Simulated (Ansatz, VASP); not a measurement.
La: VASP beside Ansatz

The input INCAR:

```
PREC     = Accurate       # precision mode
ENCUT    = 520            # plane-wave cutoff, eV
EDIFF    = 1E-6           # SCF threshold, eV
ISMEAR   = 0              # smearing method
SIGMA    = 0.05           # smearing width, eV
LREAL    = False          # projectors in reciprocal space
LASPH    = True           # aspherical terms in the spheres
NELM     = 60             # most SCF steps
ALGO     = Normal         # electronic algorithm
ISIF     = 2              # what is computed and relaxed
LWAVE    = False          # write WAVECAR
LCHARG   = True           # write CHGCAR
GGA      = PE             # functional
LELF     = True           # ELF
LVHAR    = True         
NBANDS   = 18             # bands
```

KPOINTS

```
regular mesh
0
Gamma
  12 12 8
```

POSCAR

```
La
1.0
    3.7500000000      0.0000000000      0.0000000000
   -1.8750000000      3.2475952600      0.0000000000
    0.0000000000      0.0000000000      6.0700000000
La
2
Direct
    0.3333333300      0.6666666700      0.2500000000
    0.6666666700      0.3333333300      0.7500000000
```

Input for Ansatz:

```yaml
crystal:
  lattice:
    - [3.75, 0.0, 0.0]
    - [-1.875, 3.24759526, 0.0]
    - [0.0, 0.0, 6.07]
  atoms:
    - { symbol: La, position: [0.33333333, 0.66666667, 0.25] }
    - { symbol: La, position: [0.66666667, 0.33333333, 0.75] }
basis:
  ecutwfc: 420
kpoints:
  mp_grid: { grid: [12, 12, 8] }
hamiltonian:
  xc: pbe
scf:
  occupations: { method: gaussian, width: 0.05 }
output:
  forces: true
  eigenvalues: true
  eigenstates:
    nscf_kmesh: { grid: [30, 30, 16] }
    top_band: c6
    de_dk: true
    localisation: false
  stress: true
checkpoint:
  write: ck
  compress: false
  write_wavefunctions: false
  write_every: 100000
```

Alike in both runs: task single point; functional PBE; k mesh 12 × 12 × 8; occupations gaussian, width 0.05 eV; no spin polarisation.

|  | VASP | Ansatz |
| --- | --- | --- |
| version | VASP 6.6.1 | Ansatz 0.2.0 |
| potentials or method | VASP PAW PBE potentials, release 64 (La), cutoff 520 eV | scalar-relativistic, plane waves, PAW |
| valence electrons in the cell | 22 | 22 |

Ansatz gave:

| Property | Result |
| --- | --- |
| pressure (GPa) | 0.6 |
| traceless stress, the component that is largest in VASP (GPa) | 0.04 |

What did VASP give for the same quantities?

Pressure (GPa): 0.6; traceless stress, the component that is largest in VASP (GPa): 0.06.

The functional is the same, so the differences come from potentials, cutoffs and numerics.

Neither program's run includes spin-orbit coupling.
